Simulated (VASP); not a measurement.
# Li (P6_3/mmc) in VASP: further runs

The runs below take Li through single point, relaxation of cell and atoms, with PBE.

Program: VASP 6.6.1. These are calculated values, not measurements. Logs are shortened: lines on timing, memory, paths and dates and some standing lists are left out, and cuts for length are marked.

## 1. The cell of the first run

The structure is hexagonal, space group P6_3/mmc (No. 194). Conventional cell: a = 6.893 Å, b = 6.893 Å, c = 3.061 Å, α = 90.00°, β = 90.00°, γ = 120.00°. Within 3.6 Å of Li (site symmetry mm2) lie 8 Li at 2.74 to 3.06 Å.

## 2. Single point, PBE

File INCAR:

```
SYSTEM = Li
ALGO     = Normal         ! electronic algorithm
EDIFF    = 1E-6           ! SCF threshold, eV
ENCUT    = 520            ! plane-wave cutoff, eV
GGA      = PE             ! functional
ISIF     = 2              ! what is computed and relaxed
ISMEAR   = 0              ! smearing method
LASPH    = .TRUE.         ! aspherical terms in the spheres
LCHARG   = .FALSE.        ! write CHGCAR
LREAL    = .FALSE.        ! projectors in reciprocal space
LWAVE    = .FALSE.        ! write WAVECAR
NBANDS   = 18             ! bands
NELM     = 100            ! most SCF steps
PREC     = Accurate       ! precision mode
SIGMA    = 0.1            ! smearing width, eV
```

File KPOINTS:

```
k-points
0
G
  6 6 10
  0 0 0
```

File POSCAR:

```
Li
1.0
    6.8930574375     -0.0000000032      0.0000000000
   -3.4465287160      5.9695628522      0.0000000000
    0.0000000000      0.0000000000      3.0607996484
Li
6
Direct
    0.2009224393      0.7990775607      0.2500000000
    0.2009224393      0.4018448786      0.2500000000
    0.5981551214      0.7990775607      0.2500000000
    0.7990775607      0.2009224393      0.7500000000
    0.7990775607      0.5981551214      0.7500000000
    0.4018448786      0.2009224393      0.7500000000
```

Potentials or basis: VASP PAW PBE potentials, release 64 (Li_sv).

Launch:

```bash
$ cat potpaw_PBE.64/Li_sv/POTCAR > POTCAR
$ mpirun -np 1 vasp_std > vasp.out
```

OUTCAR:

```text
SYSTEM = Li
   EDIFF = 1E-6
   ENCUT = 520
   GGA = PE
   ISIF = 2
   ISMEAR = 0
   LASPH = .TRUE.
   LREAL = .FALSE.
   NELM = 100
   PREC = Accurate

 ion  position               nearest neighbor table
   1  0.201  0.799  0.250-
   2  0.201  0.402  0.250-
   3  0.598  0.799  0.250-
   4  0.799  0.201  0.750-
   5  0.799  0.598  0.750-
   6  0.402  0.201  0.750-

  LATTYP: Found a hexagonal cell.
 ALAT       =     6.8930574375
 C/A-ratio  =     0.4440409319

  Lattice vectors:

 A1 = (   6.8930574375,  -0.0000000032,   0.0000000000)
 A2 = (  -3.4465287160,   5.9695628522,   0.0000000000)
 A3 = (   0.0000000000,   0.0000000000,   3.0607996484)

Analysis of symmetry for initial positions (statically):
=====================================================================
 Subroutine PRICEL returns:
 Original cell was already a primitive cell.

 Routine SETGRP: Setting up the symmetry group for a
 hexagonal supercell.

 Subroutine GETGRP returns: Found 24 space group operations
 (whereof 12 operations were pure point group operations)
 out of a pool of 24 trial point group operations.

The static configuration has the point symmetry D_3d.
 The point group associated with its full space group is D_6h.

Analysis of symmetry for dynamics (positions and initial velocities):
=====================================================================
 Subroutine PRICEL returns:
 Original cell was already a primitive cell.

 Routine SETGRP: Setting up the symmetry group for a
 hexagonal supercell.

 Subroutine GETGRP returns: Found 24 space group operations
 (whereof 12 operations were pure point group operations)
 out of a pool of 24 trial point group operations.

The dynamic configuration has the point symmetry D_3d.
 The point group associated with its full space group is D_6h.

 Subroutine INISYM returns: Found 24 space group operations
 (whereof 12 operations are pure point group operations),
 and found     1 'primitive' translations

----------------------------------------------------------------------------------------

                                     Primitive cell

  volume of cell :     125.9474

[... 89 lines left out ...]
   ICHARG =      2    charge: 1-file 2-atom 10-const
   ISPIN  =      1    spin polarized calculation?
   LNONCOLLINEAR =      F non collinear calculations
   LSORBIT =      F    spin-orbit coupling
   LASPH  =      T    aspherical Exc in radial PAW
   ENCUT  =  520.0 eV  38.22 Ry    6.18 a.u.  12.82 12.82  5.69*2*pi/ulx,y,z
   NELM   =    100;   NELMIN=  2; NELMDL= -5     # of ELM steps
   EDIFF  = 0.1E-05   stopping-criterion for ELM
   LREAL  =      F    real-space projection
   EDIFFG = 0.1E-04   stopping-criterion for IOM
   NSW    =      0    number of steps for IOM
   IBRION =     -1    ionic relax: 0-MD 1-quasi-New 2-CG
   NFREE  =      0    steps in history (QN), initial steepest desc. (CG)
   ISIF   =      2    stress and relaxation
   ISYM   =      2    0-nonsym 1-usesym 2-fastsym
   POTIM  = 0.5000    time-step for ionic-motion
   TEBEG  =    0.0;   TEEND  =   0.0 temperature during run
   PSTRESS=    0.0 pullay stress
   NELECT =      18.0000    total number of electrons
   NUPDOWN=      -1.0000    fix difference up-down
   EMIN   =  10.00;   EMAX   =-10.00  energy-range for DOS
   EFERMI =   0.00;   METHOD = LEGACY
   ISMEAR =     0;   SIGMA  =   0.10  broadening in eV -4-tet -1-fermi 0-gaus
   EFERMI_NEDOS =   21; number of points for ismear=-14 and -15
   IALGO  =     38    algorithm
   IMIX   =      4    mixing-type and parameters
     AMIX     =   0.40;   BMIX     =  1.00
     AMIX_MAG =   1.60;   BMIX_MAG =  1.00
  volume/ion in A,a.u.               =      20.99       141.66
  Fermi-wavevector in a.u.,A,eV,Ry     =   0.855925  1.617464  9.967740  0.732608
  Thomas-Fermi vector in A             =   1.972749
   LORBIT       =      0    0 simple, 1 ext, 2 COOP (PROOUT), +10 PAW based schemes
   GGA     = PE    functional components
   LHFCALC =     F    Hartree Fock is set to
   AEXX    =    0.0000 exact exchange contribution
   IVDW    =     0    specifies the selected vdW correction
   LEPSILON=     F    determine dielectric tensor
   LRPA    =     F    only Hartree local field effects (RPA)
 non-spin polarized calculation
 Gauss-broadening in eV      SIGMA  =   0.10
  energy-cutoff  :      520.00
  volume of cell :      125.95
 maximum number of plane-waves:      3418
 NGX is ok and might be reduce to    54
   NGX = 25   NGY = 25   NGZ = 11

 number of electron      18.0000039 magnetization

 Free energy of the ion-electron system (eV)
  ---------------------------------------------------
  ext. energy  EPLUGINS =         0.00000000
  ---------------------------------------------------
  free energy    TOTEN  =       -10.69146109 eV

  energy without entropy =      -10.68364213  energy(sigma->0) =      -10.68755161

 E-fermi :   0.5297     XC(G=0):  -6.9432

 val. band max:        0.4954579930   @ k =   0.0000   0.0000   0.1000
 cond. band min:       0.5489458252   @ k =   0.3333   0.0000   0.3000
 fundamental gap:      0.0534878322
 Fermi energy:         0.5297372892

 k-point     1 :       0.0000    0.0000    0.0000
  band No.  band energies     occupation
      1     -46.2833      2.00000
      2     -46.2614      2.00000
      3     -46.2614      2.00000
      4     -46.2566      2.00000
      5     -46.2487      2.00000
      6     -46.2487      2.00000
[... 481 lines left out ...]
      5     -46.2475      2.00000
      6     -46.2451      2.00000
[... 10 lines left out ...]
     17       6.3777      0.00000
     18       7.0511      0.00000

 [... further k-points ...]
[... 5 lines left out ...]
  --------------------------------------------------------------------------------------
  -------------------------------------------------------------------------------------
  Total       -0.0568236     -0.0568236     -0.0472832      0.0000000     -0.0000000      0.0000000
  in kB       -0.7228529     -0.7228529     -0.6014900      0.0000000     -0.0000000      0.0000000
  external PRESSURE =      -0.6823986 kB  Pullay stress =       0.0000000 kB

 VOLUME and BASIS-vectors are now :
 -----------------------------------------------------------------------------
  energy-cutoff  :      520.00
  volume of cell :      125.95
      direct lattice vectors                 reciprocal lattice vectors
     6.893057438 -0.000000003  0.000000000     0.145073505  0.083758227  0.000000000
    -3.446528716  5.969562852  0.000000000     0.000000000  0.167516454  0.000000000
     0.000000000  0.000000000  3.060799648     0.000000000  0.000000000  0.326712008

 POSITION                                       TOTAL-FORCE (eV/Angst)
 -----------------------------------------------------------------------------------
     -1.36907      4.77014      0.76520         0.002684     -0.001550      0.000000
      0.00000      2.39884      0.76520         0.000000      0.003099      0.000000
      1.36907      4.77014      0.76520        -0.002684     -0.001550     -0.000000
      4.81560      1.19942      2.29560        -0.002684      0.001550     -0.000000
      3.44653      3.57072      2.29560        -0.000000     -0.003099     -0.000000
      2.07745      1.19942      2.29560         0.002684      0.001550     -0.000000
 -----------------------------------------------------------------------------------
    total drift:                               -0.000000      0.000000     -0.000000

  FREE ENERGIE OF THE ION-ELECTRON SYSTEM (eV)
  ---------------------------------------------------
  free  energy   TOTEN  =       -10.6914610910 eV

  energy  without entropy=      -10.6836421256  energy(sigma->0) =      -10.68755161
```

Wall time 58 s (1 thread of AMD EPYC 7R13 (Zen 3), shared host); peak memory 0.23 GiB.

What came out:

- Free energy: -10.6915 eV
- Largest force: 0.003 eV/Å
- Band gap on the k mesh: zero (band 9 reaches 2.28 eV, above the bottom of band 10 at -0.53 eV)

Forces on the atoms (eV/Å):
```
Li   0.003 -0.002  0.000
Li   0.000  0.003  0.000
Li  -0.003 -0.002  0.000
Li  -0.003  0.002  0.000
Li   0.000 -0.003  0.000
Li   0.003  0.002  0.000
```

Caveat: the cutoff is under 1.25 times the usual one of these potentials, so pressure, stress and relaxed cells hold a basis-set (Pulay) error.

## 3. Relaxation of cell and atoms, PBE

This run uses another cell than the first one, of 20.24 Å³/atom, 0.964 times its volume.

File INCAR:

```
SYSTEM = Li
ALGO = Normal
EDIFF = 1E-6
EDIFFG = -0.01
ENCUT = 600
GGA = PE
IBRION = 2
ISIF = 3
ISMEAR = 0
LASPH = .TRUE.
LCHARG = .FALSE.
LREAL = .FALSE.
LWAVE = .FALSE.
NELM = 100
NSW = 100
PREC = Accurate
SIGMA = 0.1
```

KPOINTS is that of step 2.

File POSCAR:

```
Li
1.0
    6.2266653100      0.0000000000      0.0000000000
   -3.1133326500      5.3924503400      0.0000000000
    0.0000000000      0.0000000000      3.6176304700
Li
6
Direct
    0.1912880200      0.8087119800      0.2500000000
    0.1912880200      0.3825760300      0.2500000000
    0.6174239700      0.8087119800      0.2500000000
    0.8087119800      0.1912880200      0.7500000000
    0.8087119800      0.6174239700      0.7500000000
    0.3825760300      0.1912880200      0.7500000000
```

Potentials or basis: VASP PAW PBE potentials, release 64 (Li_sv).

Launch:

```bash
$ cat potpaw_PBE.64/Li_sv/POTCAR > POTCAR
$ mpirun -np 1 vasp_std > vasp.out
```

Wall time 5.6 min (1 thread of AMD EPYC 7R13 (Zen 3), shared host); peak memory 0.25 GiB.

The run converged. Its results:

| Property | Result |
| --- | --- |
| Free energy | -10.6880 eV |
| Relaxed volume | 20.72 Å³/atom |
| Relaxed cell | a = 6.850 Å, b = 6.850 Å, c = 3.060 Å, α = 90.00°, β = 90.00°, γ = 120.00° |
| Space group after relaxing (to 0.05 Å) | P6_3/mmc (No. 194) |
| Energy gained by relaxing | 52.5 meV/atom |
| Ionic steps | 12 |
| Pressure after relaxing | 0.0 GPa |
| Largest force after relaxing | 0.003 eV/Å |
| Band gap on the k mesh | zero (band 9 reaches 2.32 eV, above the bottom of band 10 at -0.48 eV) |

Forces in eV/Å, atoms in the order of the input:
```
Li   0.003 -0.002  0.000
Li   0.000  0.003  0.000
Li  -0.003 -0.002  0.000
Li  -0.003  0.002  0.000
Li   0.000 -0.003  0.000
Li   0.003  0.002  0.000
```

The path:
| step | energy change (eV) | largest force (eV/Å) | pressure (GPa) | volume (Å³) |
| --- | --- | --- | --- | --- |
| 1 | 0.0000 | 0.2228 | 0.49 | 121.47 |
| 2 | -0.0561 | 0.1133 | 0.32 | 122.54 |
| 3 | -0.1320 | 0.1641 | 0.02 | 125.45 |
| 4 | -0.1328 | 0.1897 | 0.00 | 125.74 |
| 5 | -0.1556 | 0.1952 | -0.06 | 126.12 |
| 6 | -0.2219 | 0.1910 | -0.18 | 127.07 |
| 7 | -0.2719 | 0.1730 | -0.34 | 128.15 |
| 8 | -0.2771 | 0.1776 | -0.31 | 127.95 |
| 9 | -0.3112 | 0.0535 | -0.11 | 125.55 |
| 10 | -0.3142 | 0.0011 | -0.01 | 124.62 |
| 11 | -0.3142 | 0.0027 | -0.01 | 124.68 |
| 12 | -0.3151 | 0.0031 | 0.02 | 124.35 |

Final structure:
```
CELL_PARAMETERS angstrom
6.85047 0.00000 0.00000
-3.42523 5.93268 0.00000
0.00000 0.00000 3.05958
ATOMIC_POSITIONS crystal
Li 0.20064 0.79936 0.25000
Li 0.20064 0.40127 0.25000
Li 0.59873 0.79936 0.25000
Li 0.79936 0.20064 0.75000
Li 0.79936 0.59873 0.75000
Li 0.40127 0.20064 0.75000
```

Levels at points of the mesh, in eV from the Fermi level:
```tsv
k point	band 5	band 6	band 7	band 8	band 9	band 10	band 11	band 12	band 13
(0.00, 0.00, 0.00)	-46.76	-46.76	-3.51	-0.71	-0.71	-0.69	-0.12	0.40	0.40
(0.50, 0.00, 0.00)	-46.76	-46.75	-2.77	-2.66	-1.21	-1.05	1.59	1.62	2.25
(0.00, 0.00, 0.50)	-46.76	-46.76	-0.61	-0.61	1.76	1.76	1.76	1.76	2.64
(0.50, 0.00, 0.50)	-46.76	-46.76	-0.30	-0.30	0.82	0.82	1.77	1.77	2.41
```

Caveat: the cutoff is under 1.25 times the usual one of these potentials, so pressure, stress and relaxed cells hold a basis-set (Pulay) error.

## 4. Single point, PBE

This run uses another cell than the first one, of 20.24 Å³/atom, 0.964 times its volume.

File INCAR:

```
PREC = Accurate
ENCUT = 520
EDIFF = 1E-6
ISMEAR = 0
SIGMA = 0.1
LREAL = False
LASPH = True
NELM = 100
ALGO = Normal
ISIF = 2
LWAVE = False
LCHARG = False
GGA = PE
NBANDS = 18
```

File KPOINTS:

```
Automatic mesh
0
Gamma
  3 3 6
```

POSCAR is that of step 3.

Launch:

```bash
$ cat potpaw_PBE.64/Li_sv/POTCAR > POTCAR
$ mpirun -np 1 vasp_std > vasp.out
```

Wall time 18 s (1 thread of AMD EPYC 7R13 (Zen 3), shared host); peak memory 0.19 GiB.

The run converged. Its results:

| Quantity | Value |
| --- | --- |
| Free energy | -10.3123 eV |
| Largest force | 0.216 eV/Å |
| Band gap on the k mesh | zero (band 9 reaches 2.20 eV, above the bottom of band 10 at 0.28 eV) |

Forces in eV/Å, atoms in the order of the input:
```
Li  -0.187  0.108  0.000
Li   0.000 -0.216  0.000
Li   0.187  0.108  0.000
Li   0.187 -0.108  0.000
Li   0.000  0.216  0.000
Li  -0.187 -0.108  0.000
```

Levels at points of the mesh, in eV from the Fermi level:
| k point | band 5 | band 6 | band 7 | band 8 | band 9 | band 10 | band 11 | band 12 | band 13 | band 14 |
| --- | --- | --- | --- | --- | --- | --- | --- | --- | --- | --- |
| (0.00, 0.00, 0.00) | -46.86 | -46.86 | -3.59 | -0.52 | -0.10 | -0.10 | 0.54 | 1.20 | 1.20 | 4.23 |
| (0.00, 0.00, 0.50) | -46.87 | -46.87 | -1.46 | -1.46 | 1.51 | 1.51 | 1.51 | 1.51 | 1.65 | 1.65 |

Caveat: the k points lie up to 0.39 Å⁻¹ apart; the cutoff is under 1.25 times the usual one of these potentials, so pressure, stress and relaxed cells hold a basis-set (Pulay) error.

## 5. Summary

```csv
task,cell,k mesh,cutoff (eV),gap on the mesh (eV)
single point,"a = 6.893, b = 6.893, c = 3.061 Å, angles 90.0, 90.0, 120.0°, 6 atoms",6 × 6 × 10,520,none
relaxation of cell and atoms,"relaxed from a = 6.227, b = 6.227, c = 3.618 Å, angles 90.0, 90.0, 120.0°, 6 atoms",6 × 6 × 10,600,none
single point,"a = 6.227, b = 6.227, c = 3.618 Å, angles 90.0, 90.0, 120.0°, 6 atoms",3 × 3 × 6,520,none
```

Alike in all rows: level PBE; potentials or basis VASP PAW PBE potentials, release 64 (Li_sv); no spin polarisation; smearing gaussian 0.1 eV.

Caveats: some runs use coarse meshes; the cutoff is under 1.25 times the usual one of these potentials, so pressure, stress and relaxed cells hold a basis-set (Pulay) error.

Total energies depend on the potentials used, so only differences within one code and one set of settings carry meaning.
